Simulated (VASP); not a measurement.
Input of a VASP 6.6.1 run:

File POSCAR:

```
Hf2Si
1.0
   -3.2753522240      3.2753522240      2.5828233930
    3.2753522240     -3.2753522240      2.5828233930
    3.2753522240      3.2753522240     -2.5828233930
Hf Si
4 2
Direct
    0.8435136200      0.6564863800      0.5000000000
    0.3435136200      0.8435136200      0.1870272400
    0.1564863800      0.3435136200      0.5000000000
    0.6564863800      0.1564863800      0.8129727600
    0.7500000000      0.7500000000      0.0000000000
    0.2500000000      0.2500000000      0.0000000000
```

Contents of INCAR.step1:

```
PREC     = Accurate       # precision mode
ENCUT    = 520            # plane-wave cutoff, eV
ISMEAR   = 0              # smearing method
SIGMA    = 0.1            # smearing width, eV
LREAL    = F              # projectors in reciprocal space
LASPH    = T              # aspherical terms in the spheres
NELM     = 80             # most SCF steps
NBANDS   = 33             # bands
GGA      = PE             # functional
ALGO     = Normal         # electronic algorithm
EDIFF    = 1E-4           # SCF threshold, eV
LWAVE    = T              # write WAVECAR
LCHARG   = F              # write CHGCAR
```

INCAR.step2

```
PREC     = Accurate       # precision mode
ENCUT    = 520            # plane-wave cutoff, eV
EDIFF    = 1E-7           # SCF threshold, eV
ISMEAR   = 0              # smearing method
SIGMA    = 0.1            # smearing width, eV
LREAL    = F              # projectors in reciprocal space
LASPH    = T              # aspherical terms in the spheres
NELM     = 80             # most SCF steps
ALGO     = Normal         # electronic algorithm
ISIF     = 2              # what is computed and relaxed
LWAVE    = F              # write WAVECAR
LCHARG   = F              # write CHGCAR
METAGGA  = R2SCAN         # meta-GGA
LMIXTAU  = T            
NBANDS   = 33             # bands
ISTART   = 1
```

The input KPOINTS:

```
Automatic mesh
0
Gamma
  8 8 8
  0.5 0.5 0.5
```

Potentials or basis: VASP PAW PBE potentials, release 64 (Hf_pv, Si).

Run with:

```bash
$ cat potpaw_PBE.64/Hf_pv/POTCAR potpaw_PBE.64/Si/POTCAR > POTCAR
$ cp INCAR.step1 INCAR
$ mpirun -np 1 vasp_std > vasp.out
$ cp INCAR.step2 INCAR
$ mpirun -np 1 vasp_std > vasp.out
```

Task: Predict the band gap on the k mesh.

Result: Zero (band 24 reaches 6.62 eV, above the bottom of band 25 at 5.87 eV).

Task: Predict the largest force.

Result: 0.007 eV/Å.

Task: What does it give for the pressure?

Result: 0.0 GPa.

Forces on the atoms (eV/Å):
```
Hf   0.005 -0.005  0.000
Hf  -0.005 -0.005  0.000
Hf  -0.005  0.005  0.000
Hf   0.005  0.005  0.000
Si   0.000  0.000  0.000
Si   0.000  0.000  0.000
```

Caveat: the PAW data sets were made with another functional, which shifts forces and pressure a little; spin-orbit coupling is left out, which moves the levels of the heavy elements.
